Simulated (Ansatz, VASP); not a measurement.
# Cd3S5: VASP beside Ansatz

```xyz
8
Lattice="3.5313 -2.0976 -0.0010 3.5313 2.0976 -0.0010 -0.2811 0.0000 12.5893" Properties=species:S:1:pos:R:3 pbc="T T T"
Cd    5.0319    0.2690    4.6325
Cd    1.7497    0.2690    7.9548
Cd    3.5313    1.9719   -0.0010
S     4.1949    0.2110    9.1986
S     4.4101   -0.0904   11.2785
S     2.5866    0.2110    3.3887
S     2.3714   -0.0904    1.3088
S     3.3908    1.4594    6.2936
```

Change from the starting cell: the structure that the rattled cell fell into.

Alike in both runs: functional PBE; k mesh 10 × 10 × 4; occupations gaussian, width 0.01 eV; no spin polarisation.

Ansatz relaxed the structure, and its values are those at the end. VASP's run is a single point on that final structure, the one shown.

```csv
,VASP,Ansatz
version,VASP 6.6.1,Ansatz 0.2.0
potentials or method,"VASP PAW PBE potentials, release 64 (Cd, S), cutoff 520 eV","scalar-relativistic, plane waves, PAW"
valence electrons in the cell,66,90
```

```csv
,VASP,Ansatz,Ansatz less VASP
gap on the k mesh at the Fermi level (eV),0.14,0.13,-0.012
least direct gap on the mesh (eV),0.23,0.22,-0.014
pressure (GPa),0.1,0.0,-0.13
rms of the force components (eV/Å),0.050,0.003,-0.0470
```

VASP's potentials hold 66 valence electrons a cell and Ansatz's 90, so a difference there can come from the potentials and not from the codes.
